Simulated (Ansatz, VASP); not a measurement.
## One calculation of Rb2ZnO6, two programs

```xyz
9
Lattice="0.0000 4.3849 4.3849 4.3849 0.0000 4.3849 4.3849 4.3849 0.0000" Properties=species:S:1:pos:R:3 pbc="T T T"
Rb    2.1924    2.1924    2.1924
Rb    6.5773    6.5773    6.5773
Zn    0.0000    0.0000    0.0000
O     1.9416    4.3849    4.3849
O     6.8281    4.3849    4.3849
O     4.3849    1.9416    4.3849
O     4.3849    6.8281    4.3849
O     4.3849    4.3849    1.9416
O     4.3849    4.3849    6.8281
```

Change from the starting cell: ordered vacancies on the cation sites of perovskite (Fm-3m, No. 225).

Alike in both runs: functional PBE; k mesh 4 × 4 × 4; occupations gaussian, width 0.1 eV; collinear spin.

Ansatz relaxed the structure, and its values are those at the end. VASP's run is a single point on that final structure, the one shown.

```csv
,VASP,Ansatz
version,VASP 6.6.1,Ansatz 0.2.0
potentials or method,"VASP PAW PBE potentials, release 64 (Rb_sv, Zn, O), cutoff 520 eV","scalar-relativistic, plane waves, PAW"
valence electrons in the cell,66,66
```

Ansatz gave:

* gap on the k mesh at the Fermi level (eV): none
* pressure (GPa): 0.3
* rms of the force components (eV/Å): 0.005
* net moment per atom (μB): 0.89
* size of the moment on the site where the two differ most (μB): 0.30

Q: Estimate VASP's values.

A: gap on the k mesh at the Fermi level (eV): none; pressure (GPa): 0.6; rms of the force components (eV/Å): 0.041; net moment per atom (μB): 0.89; size of the moment on the site where the two differ most (μB): 0.25.

Site moments also hang on the region over which each program counts them. A gap of «none» marks a metal or a gap that the smearing closes. With one functional, cell and mesh, what is left measures potentials, basis and numerics.
